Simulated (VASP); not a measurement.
# TiO2 in VASP: notebook

TiO2 is run at these levels: PBE; tasks: single point.

Everything below comes from runs of VASP 6.6.1. Logs are shortened: lines on timing, memory, paths and dates and some standing lists are left out, and cuts for length are marked.

## (1) The cell of the first run

The cell holds a wire or tube with vacuum around it, 18 atoms: a = 16.500 Å, b = 11.200 Å, c = 5.178 Å, α = 90.00°, β = 90.00°, γ = 90.00°.

## (2) Single point, PBE

Input file INCAR:

```
PREC     = Accurate       # precision mode
ENCUT    = 520            # plane-wave cutoff, eV
EDIFF    = 1E-6           # SCF threshold, eV
ISMEAR   = 0              # smearing method
SIGMA    = 0.05           # smearing width, eV
LREAL    = Auto         
LASPH    = True           # aspherical terms in the spheres
NELM     = 60             # most SCF steps
ALGO     = Normal         # electronic algorithm
ISIF     = 2              # what is computed and relaxed
LWAVE    = False          # write WAVECAR
LCHARG   = False          # write CHGCAR
GGA      = PE             # functional
NBANDS   = 87             # bands
```

Input file KPOINTS:

```
Automatic mesh
0
Gamma
  1 1 7
```

Input file POSCAR:

```
TiO2
1.0
   16.5000000000      0.0000000000      0.0000000000
    0.0000000000     11.2000000000      0.0000000000
    0.0000000000      0.0000000000      5.1779672404
Ti O
6 12
Direct
    0.6358863991      0.5000000000      0.3333333333
    0.7264773318      0.5000000000      0.8333333333
    0.4547045336      0.5000000000      0.3333333333
    0.5452954664      0.5000000000      0.8333333333
    0.2735226682      0.5000000000      0.3333333333
    0.3641136009      0.5000000000      0.8333333333
    0.7264773318      0.5861352263      0.1666666667
    0.5452954664      0.5861352263      0.1666666667
    0.6358863991      0.5861352263      0.6666666667
    0.3641136009      0.5861352263      0.1666666667
    0.4547045336      0.5861352263      0.6666666667
    0.2735226682      0.5861352263      0.6666666667
    0.6358863991      0.4138647737      0.0000000000
    0.7264773318      0.4138647737      0.5000000000
    0.4547045336      0.4138647737      0.0000000000
    0.5452954664      0.4138647737      0.5000000000
    0.2735226682      0.4138647737      0.0000000000
    0.3641136009      0.4138647737      0.5000000000
```

Potentials or basis: VASP PAW PBE potentials, release 64 (Ti_sv, O).

Started as:

```sh
cat potpaw_PBE.64/Ti_sv/POTCAR potpaw_PBE.64/O/POTCAR > POTCAR
mpirun -np 1 vasp_std > vasp.out
```

OUTCAR:

```text
PREC = Accurate
   ENCUT = 520
   EDIFF = 1E-6
   ISMEAR = 0
   LREAL = Auto
   LASPH = True
   NELM = 60
   ISIF = 2
   GGA = PE

 ion  position               nearest neighbor table
   1  0.636  0.500  0.333-   7 1.98   8 1.98  14 1.98  16 1.98  13 1.98   9 1.98
   2  0.726  0.500  0.833-   9 1.98  13 1.98  14 1.98   7 1.98
   3  0.455  0.500  0.333-  10 1.98  18 1.98  15 1.98  11 1.98   8 1.98  16 1.98
   4  0.545  0.500  0.833-   9 1.98  13 1.98  16 1.98   8 1.98  11 1.98  15 1.98
   5  0.274  0.500  0.333-  10 1.98  18 1.98  17 1.98  12 1.98
   6  0.364  0.500  0.833-  12 1.98  11 1.98  17 1.98  15 1.98  18 1.98  10 1.98
   7  0.726  0.586  0.167-   1 1.98   2 1.98
   8  0.545  0.586  0.167-   1 1.98   4 1.98   3 1.98
   9  0.636  0.586  0.667-   2 1.98   4 1.98   1 1.98
  10  0.364  0.586  0.167-   5 1.98   3 1.98   6 1.98
  11  0.455  0.586  0.667-   6 1.98   3 1.98   4 1.98
  12  0.274  0.586  0.667-   6 1.98   5 1.98
  13  0.636  0.414  0.000-   2 1.98   4 1.98   1 1.98
  14  0.726  0.414  0.500-   1 1.98   2 1.98
  15  0.455  0.414  0.000-   6 1.98   3 1.98   4 1.98
  16  0.545  0.414  0.500-   1 1.98   4 1.98   3 1.98
  17  0.274  0.414  0.000-   6 1.98   5 1.98
  18  0.364  0.414  0.500-   5 1.98   3 1.98   6 1.98

  LATTYP: Found a simple orthorhombic cell.
 ALAT       =     5.1779672404
 B/A-ratio  =     2.1630109810
 C/A-ratio  =     3.1865786773

  Lattice vectors:

 A1 = (   0.0000000000,   0.0000000000,  -5.1779672404)
 A2 = (   0.0000000000,  11.2000000000,   0.0000000000)
 A3 = (  16.5000000000,   0.0000000000,   0.0000000000)

Analysis of symmetry for initial positions (statically):
=====================================================================
 Subroutine PRICEL returns:
 Original cell was already a primitive cell.

 Routine SETGRP: Setting up the symmetry group for a
 simple orthorhombic supercell.

 Subroutine GETGRP returns: Found  4 space group operations
 (whereof  1 operations were pure point group operations)
 out of a pool of  8 trial point group operations.

The static configuration has the point symmetry C_1 .
 The point group associated with its full space group is C_2h.

Analysis of symmetry for dynamics (positions and initial velocities):
=====================================================================
 Subroutine PRICEL returns:
 Original cell was already a primitive cell.

 Routine SETGRP: Setting up the symmetry group for a
 simple orthorhombic supercell.

 Subroutine GETGRP returns: Found  4 space group operations
 (whereof  1 operations were pure point group operations)
 out of a pool of  8 trial point group operations.

The dynamic configuration has the point symmetry C_1 .
 The point group associated with its full space group is C_2h.

 Subroutine INISYM returns: Found  4 space group operations
 (whereof  1 operations are pure point group operations),
 and found     1 'primitive' translations

----------------------------------------------------------------------------------------

                                     Primitive cell

  volume of cell :     956.8883

  direct lattice vectors                    reciprocal lattice vectors
    16.500000000  0.000000000  0.000000000     0.060606061  0.000000000  0.000000000
     0.000000000 11.200000000  0.000000000     0.000000000  0.089285714  0.000000000
     0.000000000  0.000000000  5.177967240     0.000000000  0.000000000  0.193125980

  length of vectors
    16.500000000 11.200000000  5.177967240     0.060606061  0.089285714  0.193125980

  position of ions in fractional coordinates (direct lattice)
     0.635886399  0.500000000  0.333333333
     0.726477332  0.500000000  0.833333333
     0.454704534  0.500000000  0.333333333
     0.545295466  0.500000000  0.833333333
     0.273522668  0.500000000  0.333333333
     0.364113601  0.500000000  0.833333333
[... 10 lines left out ...]
     0.273522668  0.413864774  0.000000000
     0.364113601  0.413864774  0.500000000

  ion indices of the primitive-cell ions
   primitive index   ion index
                 1           1
                 2           2
                 3           3
                 4           4
                 5           5
                 6           6
[... 10 lines left out ...]
                17          17
                18          18

----------------------------------------------------------------------------------------

 KPOINTS: Automatic mesh

Automatic generation of k-mesh.
 Grid dimensions read from file:
 generate k-points for:    1    1    7

 Generating k-lattice:

  Cartesian coordinates                     Fractional coordinates (reciprocal lattice)
     0.060606061  0.000000000  0.000000000     1.000000000  0.000000000  0.000000000
     0.000000000  0.089285714  0.000000000     0.000000000  1.000000000  0.000000000
     0.000000000  0.000000000  0.027589426     0.000000000  0.000000000  0.142857143

  Length of vectors
     0.060606061  0.089285714  0.027589426

  Shift w.r.t. Gamma in fractional coordinates (k-lattice)
     0.000000000  0.000000000  0.000000000

 Subroutine IBZKPT returns following result:
 ===========================================

 Found      4 irreducible k-points:

 Following reciprocal coordinates:
            Coordinates               Weight
  0.000000  0.000000  0.000000      1.000000
  0.000000  0.000000  0.142857      2.000000
  0.000000  0.000000  0.285714      2.000000
  0.000000  0.000000  0.428571      2.000000
   k-points           NKPTS =      4   k-points in BZ     NKDIM =      4   number of bands    NBANDS=     87
   number of dos      NEDOS =    301   number of ions     NIONS =     18
   total plane-waves  NPLWV = 423360
   dimension x,y,z NGX =   126 NGY =   84 NGZ =   40
   dimension x,y,z NGXF=   252 NGYF=  168 NGZF=   80
   ions per type =               6  12
   NGX,Y,Z   is equivalent  to a cutoff of  12.70, 12.47, 12.84 a.u.
   NGXF,Y,Z  is equivalent  to a cutoff of  25.39, 24.94, 25.69 a.u.
 SYSTEM =  unknown system
   PREC   = accura    normal or accurate (medium, high low for compatibility)
   ISTART =      0    job   : 0-new  1-cont  2-samecut
   ICHARG =      2    charge: 1-file 2-atom 10-const
   ISPIN  =      1    spin polarized calculation?
   LNONCOLLINEAR =      F non collinear calculations
   LSORBIT =      F    spin-orbit coupling
   LASPH  =      T    aspherical Exc in radial PAW
   ENCUT  =  520.0 eV  38.22 Ry    6.18 a.u.  30.68 20.82  9.63*2*pi/ulx,y,z
   NELM   =     60;   NELMIN=  2; NELMDL= -5     # of ELM steps
   EDIFF  = 0.1E-05   stopping-criterion for ELM
   LREAL  =      T    real-space projection
   EDIFFG = 0.1E-04   stopping-criterion for IOM
   NSW    =      0    number of steps for IOM
   IBRION =     -1    ionic relax: 0-MD 1-quasi-New 2-CG
   NFREE  =      0    steps in history (QN), initial steepest desc. (CG)
   ISIF   =      2    stress and relaxation
   ISYM   =      2    0-nonsym 1-usesym 2-fastsym
   POTIM  = 0.5000    time-step for ionic-motion
   TEBEG  =    0.0;   TEEND  =   0.0 temperature during run
   PSTRESS=    0.0 pullay stress
   NELECT =     144.0000    total number of electrons
   NUPDOWN=      -1.0000    fix difference up-down
   EMIN   =  10.00;   EMAX   =-10.00  energy-range for DOS
   EFERMI =   0.00;   METHOD = LEGACY
   ISMEAR =     0;   SIGMA  =   0.05  broadening in eV -4-tet -1-fermi 0-gaus
   EFERMI_NEDOS =   21; number of points for ismear=-14 and -15
   IALGO  =     38    algorithm
   IMIX   =      4    mixing-type and parameters
     AMIX     =   0.40;   BMIX     =  1.00
     AMIX_MAG =   1.60;   BMIX_MAG =  1.00
  volume/ion in A,a.u.               =      53.16       358.74
  Fermi-wavevector in a.u.,A,eV,Ry     =   0.870780  1.645536 10.316730  0.758258
  Thomas-Fermi vector in A             =   1.989794
   LORBIT       =      0    0 simple, 1 ext, 2 COOP (PROOUT), +10 PAW based schemes
   GGA     = PE    functional components
   LHFCALC =     F    Hartree Fock is set to
   AEXX    =    0.0000 exact exchange contribution
   IVDW    =     0    specifies the selected vdW correction
   LEPSILON=     F    determine dielectric tensor
   LRPA    =     F    only Hartree local field effects (RPA)
 non-spin polarized calculation
 Gauss-broadening in eV      SIGMA  =   0.05
  energy-cutoff  :      520.00
  volume of cell :      956.89
 maximum number of plane-waves:     25799
 NGX is ok and might be reduce to   126
   NGX = 61   NGY = 41   NGZ = 19

 number of electron     144.0000031 magnetization

 Free energy of the ion-electron system (eV)
  ---------------------------------------------------
  ext. energy  EPLUGINS =         0.00000000
  ---------------------------------------------------
  free energy    TOTEN  =      -153.21076947 eV

  energy without entropy =     -153.21076947  energy(sigma->0) =     -153.21076947

 E-fermi :  -3.9581     XC(G=0):  -3.2065

 val. band max:       -4.2469677052   @ k =   0.0000   0.0000   0.0000
 cond. band min:      -2.6248629740   @ k =   0.0000   0.0000   0.0000
 fundamental gap:      1.6221047311
 Fermi energy:        -3.9581397195

 k-point     1 :       0.0000    0.0000    0.0000
  band No.  band energies     occupation
      1     -61.5933      2.00000
      2     -61.5931      2.00000
      3     -61.4382      2.00000
      4     -61.4018      2.00000
      5     -61.0009      2.00000
      6     -60.9995      2.00000
[... 76 lines left out ...]
     83      -1.4560      0.00000
     84      -1.3634      0.00000

 k-point     2 :       0.0000    0.0000    0.1429
  band No.  band energies     occupation
      1     -61.5932      2.00000
      2     -61.5930      2.00000
      3     -61.4363      2.00000
      4     -61.4034      2.00000
      5     -61.0011      2.00000
      6     -60.9998      2.00000
[... 76 lines left out ...]
     83      -1.4245      0.00000
     84      -1.3572      0.00000

 k-point     3 :       0.0000    0.0000    0.2857
  band No.  band energies     occupation
      1     -61.5929      2.00000
      2     -61.5928      2.00000
      3     -61.4310      2.00000
      4     -61.4082      2.00000
      5     -61.0014      2.00000
      6     -61.0005      2.00000
[... 76 lines left out ...]
     83      -1.4298      0.00000
     84      -1.3650      0.00000

 k-point     4 :       0.0000    0.0000    0.4286
  band No.  band energies     occupation
      1     -61.5927      2.00000
      2     -61.5927      2.00000
      3     -61.4235      2.00000
      4     -61.4154      2.00000
      5     -61.0016      2.00000
      6     -61.0012      2.00000
[... 76 lines left out ...]
     83      -1.4325      0.00000
     84      -1.4078      0.00000
 [bands above 84 left out]

------------------------ aborting loop because EDIFF is reached ----------------------------------------

  FORCE on cell =-STRESS in cart. coord.  units (eV):
  Direction    XX          YY          ZZ          XY          YZ          ZX
  --------------------------------------------------------------------------------------
  -------------------------------------------------------------------------------------
  Total      -10.6545541     -4.0609638    -14.8362570      0.0000000     -5.9435629      0.0000000
  in kB      -17.8395788     -6.7995229    -24.8412626      0.0000000     -9.9516750      0.0000000
  external PRESSURE =     -16.4934547 kB  Pullay stress =       0.0000000 kB

 VOLUME and BASIS-vectors are now :
 -----------------------------------------------------------------------------
  energy-cutoff  :      520.00
  volume of cell :      956.89
      direct lattice vectors                 reciprocal lattice vectors
    16.500000000  0.000000000  0.000000000     0.060606061  0.000000000  0.000000000
     0.000000000 11.200000000  0.000000000     0.000000000  0.089285714  0.000000000
     0.000000000  0.000000000  5.177967240     0.000000000  0.000000000  0.193125980

 POSITION                                       TOTAL-FORCE (eV/Angst)
 -----------------------------------------------------------------------------------
     10.49213      5.60000      1.72599         3.165528      0.000000      0.000000
     11.98688      5.60000      4.31497        -3.914748      0.000000      0.000000
      7.50262      5.60000      1.72599         0.586362      0.000000      0.000000
      8.99738      5.60000      4.31497        -0.586362      0.000000      0.000000
      4.51312      5.60000      1.72599         3.914748      0.000000      0.000000
      6.00787      5.60000      4.31497        -3.165528      0.000000      0.000000
[... 10 lines left out ...]
      4.51312      4.63529      0.00000         0.208372      1.208010      2.356398
      6.00787      4.63529      2.58898        -1.097650     -0.114047     -0.938389
 -----------------------------------------------------------------------------------
    total drift:                                0.000000     -0.000270      0.000133

  FREE ENERGIE OF THE ION-ELECTRON SYSTEM (eV)
  ---------------------------------------------------
  free  energy   TOTEN  =      -153.2107694666 eV

  energy  without entropy=     -153.2107694666  energy(sigma->0) =     -153.21076947
```

Run time: 20 min. Hardware: 1 thread of Oxide Virtual Turin-like, shared host; peak memory 0.85 GiB.

Results:

```yaml
Free_energy: -153.2108 eV
Largest_force: 3.915 eV/Å
Band_gap_on_the_k_mesh: 1.62 eV
```

Forces in eV/Å, atoms in the order of the input:
```
Ti   3.166  0.000  0.000
Ti  -3.915  0.000  0.000
Ti   0.586  0.000  0.000
Ti  -0.586  0.000  0.000
Ti   3.915  0.000  0.000
Ti  -3.166  0.000  0.000
O   -0.208 -1.208 -2.356
O   -0.370  0.106 -0.122
O    1.098  0.114  0.938
O   -1.098  0.114  0.938
O    0.370  0.106 -0.122
O    0.208 -1.208 -2.356
O    1.098 -0.114 -0.938
O   -0.208  1.208  2.356
O    0.370 -0.106  0.122
O   -0.370 -0.106  0.122
O    0.208  1.208  2.356
O   -1.098 -0.114 -0.938
```

Levels at points of the mesh, in eV from the valence-band top:
```tsv
k point	band 70	band 71	band 72	band 73	band 74	band 75
(0.00, 0.00, 0.00)	-0.74	-0.06	0.00	1.62	1.63	2.05
```

(Part 1 of 2 ends here.)
